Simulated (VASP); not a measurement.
Runs of VASP 6.6.1 on MgAlC6N6. The structure is that of space group Fm-3m (No. 225), or close to it. The cells are those of the table. 

| task | cell | k mesh | cutoff (eV) | gap on the mesh (eV) | pressure (GPa) | relaxed volume (Å³/atom) | largest force (eV/Å) |
| --- | --- | --- | --- | --- | --- | --- | --- |
| relaxation of cell and atoms | relaxed from a = 7.241 Å, angles 60.0°, 14 atoms | 4 × 4 × 4 | 600 | none | -0.1 | 22.71 | 0.03 |
| single point | a = 7.649 Å, angles 60.0°, 14 atoms | 4 × 4 × 4 | 520 | none | 0.5 | - | 0.42 |
| single point | a = 7.241 Å, angles 60.0°, 14 atoms | 4 × 4 × 4 | 520 | none | 8.7 | - | (a) |
| single point | a = 7.659 Å, angles 60.0°, 14 atoms | 6 × 6 × 6 | 520 | none | 0.3 | - | (b) |
| relaxation of cell and atoms | relaxed from a = 7.649 Å, angles 60.0°, 14 atoms | 6 × 6 × 6 | 600 | none | -0.1 | 22.62 | 0.01 |

Alike in all rows: level PBE; potentials or basis VASP PAW PBE potentials, release 64 (Mg, Al, C, N); no spin polarisation; smearing gaussian 0.1 eV.

Question: Fill in the values left out.

Answer: (a) 3.28; (b) 0.44.

Caveats: the volume moved by over 15 % at a fixed basis, so the end points are rough (some runs); forces of over 1 eV/Å act on the atoms, so gaps and moduli don't describe the material at rest (some runs).

A gap of «none» marks levels without a gap at the run's occupations.
